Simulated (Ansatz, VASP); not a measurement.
# Be2ZnO3 in VASP and in Ansatz

```
Be Zn O
1.0
     2.54000   -4.39500    0.00000
     2.54000    4.39500    0.00000
    -1.69323    0.00000    4.78951
Be Zn O
4 2 6
Direct
  0.58330 0.41670 0.00000
  0.25000 0.75000 0.00000
  0.41670 0.58330 0.50000
  0.75000 0.25000 0.50000
  0.91670 0.08330 0.00000
  0.08330 0.91670 0.50000
  0.54170 0.70830 0.87500
  0.20830 0.04170 0.87500
  0.87500 0.37500 0.87500
  0.70830 0.54170 0.37500
  0.04170 0.20830 0.37500
  0.37500 0.87500 0.37500
```

Alike in both runs: task relaxation of cell and atoms; functional PBE; k mesh 3 × 3 × 3; occupations gaussian, width 0.15 eV; no spin polarisation.

|  | VASP | Ansatz |
| --- | --- | --- |
| version | VASP 6.6.1 | Ansatz 0.2.0 |
| potentials or method | VASP PAW PBE potentials, release 64 (Be, Zn, O), cutoff 600 eV | scalar-relativistic, plane waves, PAW |
| valence electrons in the cell | 68 | 68 |

Ansatz gave:

* gap on the k mesh at the Fermi level, each at its own relaxed structure (eV): 3.55
* relaxed volume (Å³/atom): 8.50
* relaxed cell length with the largest relative difference (Å): 4.925

Problem. Estimate VASP's values.

Solution. gap on the k mesh at the Fermi level, each at its own relaxed structure (eV): 3.53; relaxed volume (Å³/atom): 8.53; relaxed cell length with the largest relative difference (Å): 4.944.

The k mesh is coarse, so the values compare programs but aren't converged.
